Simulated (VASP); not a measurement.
# AlN in VASP: relaxation of the atoms with PBEsol

Aim: the relaxation of the atoms of AlN with PBEsol.

Everything below comes from runs of VASP 6.6.1. Logs are shortened: lines on timing, memory, paths and dates and some standing lists are left out, and cuts for length are marked.

### Step 1. The cell of the first run

The cell holds a slab with vacuum, 20 atoms: a = 3.114 Å, b = 4.983 Å, c = 26.685 Å, α = 90.00°, β = 90.00°, γ = 90.00°.

### Step 2. Relaxation of the atoms, PBEsol

Input file INCAR:

```
PREC = Accurate ; ENCUT = 520
EDIFF = 1E-6 ; ISMEAR = 0
SIGMA = 0.05 ; LREAL = Auto
LASPH = True ; NELM = 80
ALGO = Normal ; ISIF = 2
LWAVE = False ; LCHARG = False
LDIPOL = True ; IDIPOL = 3
DIPOL = 0.5 0.5 0.500 ; GGA = PS
IBRION = 2 ; NSW = 80
EDIFFG = -0.02 ; KPAR = 4
```

Input file KPOINTS:

```
Automatic mesh
0
Gamma
  9 6 1
```

Input file POSCAR:

```
AlN
1.0
    3.1136926474      0.0000000000      0.0000000000
    0.0000000000      4.9834165452      0.0000000000
    0.0000000000      0.0000000000     26.6849933731
Al N
10 10
Direct
    0.0000000000      0.9984919241      0.2810568433
    0.5000000000      0.4984919241      0.3147404058
    0.5000000000      0.9984919241      0.3821075310
    0.0000000000      0.4984919241      0.4157910936
    0.0000000000      0.9984919241      0.4831582187
    0.5000000000      0.4984919241      0.5168417813
    0.5000000000      0.9984919241      0.5842089064
    0.0000000000      0.4984919241      0.6178924690
    0.0000000000      0.9984919241      0.6852595942
    0.5000000000      0.4984919241      0.7189431567
    0.0000000000      0.6165080759      0.2810568433
    0.5000000000      0.1165080759      0.3147404058
    0.5000000000      0.6165080759      0.3821075310
    0.0000000000      0.1165080759      0.4157910936
    0.0000000000      0.6165080759      0.4831582187
    0.5000000000      0.1165080759      0.5168417813
    0.5000000000      0.6165080759      0.5842089064
    0.0000000000      0.1165080759      0.6178924690
    0.0000000000      0.6165080759      0.6852595942
    0.5000000000      0.1165080759      0.7189431567
```

Potentials or basis: VASP PAW PBE potentials, release 64 (Al, N).

Run with:

```bash
$ cat potpaw_PBE.64/Al/POTCAR potpaw_PBE.64/N/POTCAR > POTCAR
$ mpirun -np 4 vasp_std > vasp.out
```

OUTCAR:

```text
PREC = Accurate
   ENCUT = 520
   EDIFF = 1E-6
   ISMEAR = 0
   LREAL = Auto
   LASPH = True
   NELM = 80
   ISIF = 2
   GGA = PS
   IBRION = 2
   NSW = 80
   EDIFFG = -0.02

 ion  position               nearest neighbor table
   1  0.000  0.998  0.281-  12 1.89  12 1.89  11 1.90   2 3.07   2 3.07   2 3.07   2 3.07   3 3.11
                             3 3.11
   2  0.500  0.498  0.315-  11 1.89  11 1.89  13 1.89  12 1.90   1 3.07   1 3.07   1 3.07   1 3.07
                             3 3.07   3 3.07   4 3.11   4 3.11
   3  0.500  0.998  0.382-  14 1.89  14 1.89  12 1.89  13 1.90   4 3.07   4 3.07   4 3.07   4 3.07
                             2 3.07   2 3.07   5 3.11   5 3.11   1 3.11   1 3.11
   4  0.000  0.498  0.416-  15 1.89  13 1.89  13 1.89  14 1.90   5 3.07   5 3.07   3 3.07   3 3.07
                             3 3.07   3 3.07   6 3.11   6 3.11   2 3.11   2 3.11
   5  0.000  0.998  0.483-  14 1.89  16 1.89  16 1.89  15 1.90   4 3.07   4 3.07   6 3.07   6 3.07
                             6 3.07   6 3.07   3 3.11   3 3.11   7 3.11   7 3.11
   6  0.500  0.498  0.517-  17 1.89  15 1.89  15 1.89  16 1.90   7 3.07   7 3.07   5 3.07   5 3.07
                             5 3.07   5 3.07   8 3.11   8 3.11   4 3.11   4 3.11
   7  0.500  0.998  0.584-  16 1.89  18 1.89  18 1.89  17 1.90   6 3.07   6 3.07   8 3.07   8 3.07
                             8 3.07   8 3.07   5 3.11   5 3.11   9 3.11   9 3.11
   8  0.000  0.498  0.618-  17 1.89  17 1.89  19 1.89  18 1.90   7 3.07   7 3.07   7 3.07   7 3.07
                             9 3.07   9 3.07   6 3.11   6 3.11  10 3.11  10 3.11
   9  0.000  0.998  0.685-  20 1.89  20 1.89  18 1.89  19 1.90  10 3.07  10 3.07  10 3.07  10 3.07
                             8 3.07   8 3.07   7 3.11   7 3.11
  10  0.500  0.498  0.719-  19 1.89  19 1.89  20 1.90   9 3.07   9 3.07   9 3.07   9 3.07   8 3.11
                             8 3.11
  11  0.000  0.617  0.281-   2 1.89   2 1.89   1 1.90
  12  0.500  0.117  0.315-   1 1.89   1 1.89   3 1.89   2 1.90
  13  0.500  0.617  0.382-   4 1.89   4 1.89   2 1.89   3 1.90
  14  0.000  0.117  0.416-   5 1.89   3 1.89   3 1.89   4 1.90
  15  0.000  0.617  0.483-   4 1.89   6 1.89   6 1.89   5 1.90
  16  0.500  0.117  0.517-   7 1.89   5 1.89   5 1.89   6 1.90
  17  0.500  0.617  0.584-   6 1.89   8 1.89   8 1.89   7 1.90
  18  0.000  0.117  0.618-   7 1.89   7 1.89   9 1.89   8 1.90
  19  0.000  0.617  0.685-  10 1.89  10 1.89   8 1.89   9 1.90
  20  0.500  0.117  0.719-   9 1.89   9 1.89  10 1.90

  LATTYP: Found a simple orthorhombic cell.
 ALAT       =     3.1136926474
 B/A-ratio  =     1.6004844118
 C/A-ratio  =     8.5702079155

  Lattice vectors:

 A1 = (   3.1136926474,   0.0000000000,   0.0000000000)
 A2 = (   0.0000000000,   4.9834165452,   0.0000000000)
 A3 = (   0.0000000000,   0.0000000000,  26.6849933731)

Analysis of symmetry for initial positions (statically):
=====================================================================
 Subroutine PRICEL returns:
 Original cell was already a primitive cell.

 Routine SETGRP: Setting up the symmetry group for a
 simple orthorhombic supercell.

 Subroutine GETGRP returns: Found  4 space group operations
 (whereof  2 operations were pure point group operations)
 out of a pool of  8 trial point group operations.

The static configuration has the point symmetry C_1h.
 The point group associated with its full space group is C_2v.

Analysis of symmetry for dynamics (positions and initial velocities):
=====================================================================
 Subroutine PRICEL returns:
 Original cell was already a primitive cell.

 Routine SETGRP: Setting up the symmetry group for a
 simple orthorhombic supercell.

 Subroutine GETGRP returns: Found  4 space group operations
 (whereof  2 operations were pure point group operations)
 out of a pool of  8 trial point group operations.

The dynamic configuration has the point symmetry C_1h.
 The point group associated with its full space group is C_2v.

 Subroutine INISYM returns: Found  4 space group operations
 (whereof  2 operations are pure point group operations),
 and found     1 'primitive' translations

----------------------------------------------------------------------------------------

                                     Primitive cell

  volume of cell :     414.0664

  direct lattice vectors                    reciprocal lattice vectors
     3.113692647  0.000000000  0.000000000     0.321162078  0.000000000  0.000000000
     0.000000000  4.983416545  0.000000000     0.000000000  0.200665546  0.000000000
     0.000000000  0.000000000 26.684993373     0.000000000  0.000000000  0.037474246

  length of vectors
     3.113692647  4.983416545 26.684993373     0.321162078  0.200665546  0.037474246

  position of ions in fractional coordinates (direct lattice)
     0.000000000  0.998491924  0.281056843
     0.500000000  0.498491924  0.314740406
[... 90 lines left out ...]
   k-points           NKPTS =     20   k-points in BZ     NKDIM =     20   number of bands    NBANDS=     51
   number of dos      NEDOS =    301   number of ions     NIONS =     20
   total plane-waves  NPLWV = 192000
   dimension x,y,z NGX =    24 NGY =   40 NGZ =  200
   dimension x,y,z NGXF=    48 NGYF=   80 NGZF=  400
   ions per type =              10  10
   NGX,Y,Z   is equivalent  to a cutoff of  12.81, 13.34, 12.46 a.u.
   NGXF,Y,Z  is equivalent  to a cutoff of  25.63, 26.69, 24.92 a.u.
 SYSTEM =  unknown system
   PREC   = accura    normal or accurate (medium, high low for compatibility)
   ISTART =      0    job   : 0-new  1-cont  2-samecut
   ICHARG =      2    charge: 1-file 2-atom 10-const
   ISPIN  =      1    spin polarized calculation?
   LNONCOLLINEAR =      F non collinear calculations
   LSORBIT =      F    spin-orbit coupling
   LASPH  =      T    aspherical Exc in radial PAW
   ENCUT  =  520.0 eV  38.22 Ry    6.18 a.u.   5.79  9.27 49.62*2*pi/ulx,y,z
   NELM   =     80;   NELMIN=  2; NELMDL= -5     # of ELM steps
   EDIFF  = 0.1E-05   stopping-criterion for ELM
   LREAL  =      T    real-space projection
   EDIFFG = -.2E-01   stopping-criterion for IOM
   NSW    =     80    number of steps for IOM
   IBRION =      2    ionic relax: 0-MD 1-quasi-New 2-CG
   NFREE  =      1    steps in history (QN), initial steepest desc. (CG)
   ISIF   =      2    stress and relaxation
   ISYM   =      2    0-nonsym 1-usesym 2-fastsym
   POTIM  = 0.5000    time-step for ionic-motion
   TEBEG  =    0.0;   TEEND  =   0.0 temperature during run
   PSTRESS=    0.0 pullay stress
   NELECT =      80.0000    total number of electrons
   NUPDOWN=      -1.0000    fix difference up-down
   EMIN   =  10.00;   EMAX   =-10.00  energy-range for DOS
   EFERMI =   0.00;   METHOD = LEGACY
   ISMEAR =     0;   SIGMA  =   0.05  broadening in eV -4-tet -1-fermi 0-gaus
   EFERMI_NEDOS =   21; number of points for ismear=-14 and -15
   IALGO  =     38    algorithm
   IMIX   =      4    mixing-type and parameters
     AMIX     =   0.40;   BMIX     =  1.00
     AMIX_MAG =   1.60;   BMIX_MAG =  1.00
  volume/ion in A,a.u.               =      20.70       139.71
  Fermi-wavevector in a.u.,A,eV,Ry     =   0.946415  1.788464 12.186749  0.895701
  Thomas-Fermi vector in A             =   2.074410
   LORBIT       =      0    0 simple, 1 ext, 2 COOP (PROOUT), +10 PAW based schemes
   GGA     = PS    functional components
   LHFCALC =     F    Hartree Fock is set to
   AEXX    =    0.0000 exact exchange contribution
   IVDW    =     0    specifies the selected vdW correction
   LEPSILON=     F    determine dielectric tensor
   LRPA    =     F    only Hartree local field effects (RPA)
 conjugate gradient relaxation of ions
 non-spin polarized calculation
 Gauss-broadening in eV      SIGMA  =   0.05
  energy-cutoff  :      520.00
  volume of cell :      414.07
 maximum number of plane-waves:     11208
 NGX is ok and might be reduce to    24
   NGX = 11   NGY = 19   NGZ = 99

--------------------------------------- Ionic step        1  -------------------------------------------

 number of electron      79.9999994 magnetization

 Free energy of the ion-electron system (eV)
  ---------------------------------------------------
  ext. energy  EPLUGINS =         0.00000000
  ---------------------------------------------------
  free energy    TOTEN  =      -151.06130006 eV

  energy without entropy =     -151.06130006  energy(sigma->0) =     -151.06130006

------------------------ aborting loop because EDIFF is reached ----------------------------------------

  FORCE on cell =-STRESS in cart. coord.  units (eV):
  Direction    XX          YY          ZZ          XY          YZ          ZX
  --------------------------------------------------------------------------------------
  -------------------------------------------------------------------------------------
  Total       -0.4766797     -9.4270567     -2.7901555      0.0000000      0.0000000      0.0000000
  in kB       -1.8444514    -36.4767951    -10.7961512      0.0000000      0.0000000      0.0000000
  external PRESSURE =     -16.3724659 kB  Pullay stress =       0.0000000 kB
[... 143 lines left out ...]
  FREE ENERGIE OF THE ION-ELECTRON SYSTEM (eV)
  ---------------------------------------------------
  free  energy   TOTEN  =      -151.8645148303 eV

  energy  without entropy=     -151.8645148303  energy(sigma->0) =     -151.86451483

[... ionic steps 4 to 25 ...]

--------------------------------------- Ionic step       26  -------------------------------------------

 number of electron      79.9999992 magnetization

------------------------ aborting loop because EDIFF is reached ----------------------------------------
[... 49 lines left out ...]
--------------------------------------- Ionic step       27  -------------------------------------------

 number of electron      79.9999992 magnetization

 dipolmoment           0.000000      0.000000      0.000000 electrons x Angstroem

------------------------ aborting loop because EDIFF is reached ----------------------------------------

  FORCE on cell =-STRESS in cart. coord.  units (eV):
  Direction    XX          YY          ZZ          XY          YZ          ZX
  --------------------------------------------------------------------------------------
  -------------------------------------------------------------------------------------
  Total        5.0931265      1.9063029     -0.1999848      0.0000000      0.0000000      0.0000000
  in kB       19.7072043      7.3761961     -0.7738159      0.0000000      0.0000000      0.0000000
  external PRESSURE =       8.7698615 kB  Pullay stress =       0.0000000 kB
[... 41 lines left out ...]
--------------------------------------- Ionic step       28  -------------------------------------------

 number of electron      79.9999992 magnetization

 dipolmoment           0.000000      0.000000     -0.000000 electrons x Angstroem

 Free energy of the ion-electron system (eV)
  ---------------------------------------------------
  ext. energy  EPLUGINS =         0.00000000
  ---------------------------------------------------
  free energy    TOTEN  =      -152.04786129 eV

  energy without entropy =     -152.04786129  energy(sigma->0) =     -152.04786129

 E-fermi :   0.6056     XC(G=0):  -6.1283

 val. band max:        0.3769477051   @ k =   0.3333   0.5000   0.0000
 cond. band min:       3.1190498451   @ k =   0.0000   0.0000   0.0000
 fundamental gap:      2.7421021400
 Fermi energy:         0.6055643414

 k-point     1 :       0.0000    0.0000    0.0000
  band No.  band energies     occupation
      1     -15.0547      2.00000
      2     -14.7962      2.00000
      3     -14.3511      2.00000
      4     -13.7772      2.00000
      5     -13.2466      2.00000
      6     -12.8585      2.00000
[... 1069 lines left out ...]
     50       6.5520      0.00000
     51       6.8912      0.00000

------------------------ aborting loop because EDIFF is reached ----------------------------------------

 vacuum level on the upper side and lower side of the slab       (xc-potential included)        -0.017        -0.017

  FORCE on cell =-STRESS in cart. coord.  units (eV):
  Direction    XX          YY          ZZ          XY          YZ          ZX
  --------------------------------------------------------------------------------------
  -------------------------------------------------------------------------------------
  Total        5.1278177      1.9772628     -0.1758034      0.0000000      0.0000000      0.0000000
  in kB       19.8414375      7.6507667     -0.6802487      0.0000000      0.0000000      0.0000000
  external PRESSURE =       8.9373185 kB  Pullay stress =       0.0000000 kB
[... 35 lines left out ...]
  FREE ENERGIE OF THE ION-ELECTRON SYSTEM (eV)
  ---------------------------------------------------
  free  energy   TOTEN  =      -152.0478612934 eV

  energy  without entropy=     -152.0478612934  energy(sigma->0) =     -152.04786129

 reached required accuracy - stopping structural energy minimisation

 vacuum level on the upper side and lower side of the slab         6.090         6.090
```

It took 25 min on 4 MPI ranks of AMD EPYC 9R45 (Zen 5), shared host; peak memory 0.64 GiB.

Results:

```yaml
Free_energy: -152.0479 eV
Energy_gained_by_relaxing: 49.3 meV/atom
Ionic_steps: 28
Largest_force_after_relaxing: 0.016 eV/Å
Band_gap_on_the_k_mesh: 2.74 eV (least direct gap 2.85 eV)
```

Forces on the atoms (eV/Å):
```
Al   0.000  0.006 -0.011
Al   0.000  0.006  0.003
Al   0.000  0.005  0.000
Al   0.000  0.004 -0.004
Al   0.000 -0.005  0.003
Al   0.000 -0.005 -0.003
Al   0.000  0.004  0.004
Al   0.000  0.005  0.000
Al   0.000  0.006 -0.003
Al   0.000  0.006  0.011
N    0.000 -0.011  0.011
N    0.000  0.002 -0.009
N    0.000 -0.001  0.002
N    0.000 -0.005  0.008
N    0.000  0.000  0.004
N    0.000  0.000 -0.004
N    0.000 -0.005 -0.008
N    0.000 -0.001 -0.002
N    0.000  0.002  0.009
N    0.000 -0.011 -0.011
```

Step by step:
```tsv
step	energy change (eV)	largest force (eV/Å)	pressure (GPa)
1	0.0000	2.6431	-1.64
2	-0.7878	1.1645	-0.36
3	-0.8032	1.1524	-0.10
4	-0.9235	0.5586	0.15
5	-0.9235	0.5492	0.14
6	-0.9567	0.3193	0.35
7	-0.9568	0.3184	0.34
8	-0.9701	0.1514	0.40
9	-0.9710	0.1796	0.42
10	-0.9763	0.0973	0.47
11	-0.9767	0.1351	0.48
12	-0.9808	0.0971	0.54
13	-0.9811	0.1203	0.56
14	-0.9835	0.0753	0.61
15	-0.9835	0.0711	0.61
16	-0.9844	0.0614	0.67
17	-0.9844	0.0516	0.67
18	-0.9851	0.0359	0.70
19	-0.9856	0.0557	0.75
20	-0.9854	0.1043	0.85
21	-0.9858	0.0717	0.79
22	-0.9861	0.0493	0.81
23	-0.9864	0.0305	0.86
24	-0.9864	0.0319	0.86
25	-0.9864	0.0373	0.87
26	-0.9864	0.0358	0.87
27	-0.9865	0.0250	0.88
28	-0.9866	0.0160	0.89
```

Final structure:
```yaml
crystal:
  lattice:
    - [3.11369, 0.00000, 0.00000]
    - [0.00000, 4.98342, 0.00000]
    - [0.00000, 0.00000, 26.68499]
  atoms:
    - { symbol: Al, position: [0.00000, 0.97347, 0.29086] }
    - { symbol: Al, position: [0.50000, 0.50550, 0.31170] }
    - { symbol: Al, position: [0.50000, 0.99687, 0.38364] }
    - { symbol: Al, position: [0.00000, 0.50150, 0.41520] }
    - { symbol: Al, position: [0.00000, 0.99940, 0.48354] }
    - { symbol: Al, position: [0.50000, 0.49940, 0.51646] }
    - { symbol: Al, position: [0.50000, 0.00150, 0.58480] }
    - { symbol: Al, position: [0.00000, 0.49688, 0.61636] }
    - { symbol: Al, position: [0.00000, 0.00550, 0.68830] }
    - { symbol: Al, position: [0.50000, 0.47347, 0.70914] }
    - { symbol: N, position: [0.00000, 0.62123, 0.28254] }
    - { symbol: N, position: [0.50000, 0.12361, 0.31469] }
    - { symbol: N, position: [0.50000, 0.61731, 0.38214] }
    - { symbol: N, position: [0.00000, 0.11843, 0.41588] }
    - { symbol: N, position: [0.00000, 0.61768, 0.48311] }
    - { symbol: N, position: [0.50000, 0.11768, 0.51689] }
    - { symbol: N, position: [0.50000, 0.61843, 0.58412] }
    - { symbol: N, position: [0.00000, 0.11731, 0.61786] }
    - { symbol: N, position: [0.00000, 0.62361, 0.68531] }
    - { symbol: N, position: [0.50000, 0.12123, 0.71746] }
```

Levels at points of the mesh, in eV from the valence-band top:
```tsv
k point	band 38	band 39	band 40	band 41	band 42	band 43
(0.00, 0.00, 0.00)	-0.30	-0.16	-0.11	2.74	2.92	4.61
(0.00, 0.50, 0.00)	-0.49	-0.18	-0.18	3.42	3.42	4.95
```

Caveat: the PAW data sets were made with another functional, which shifts forces and pressure a little.
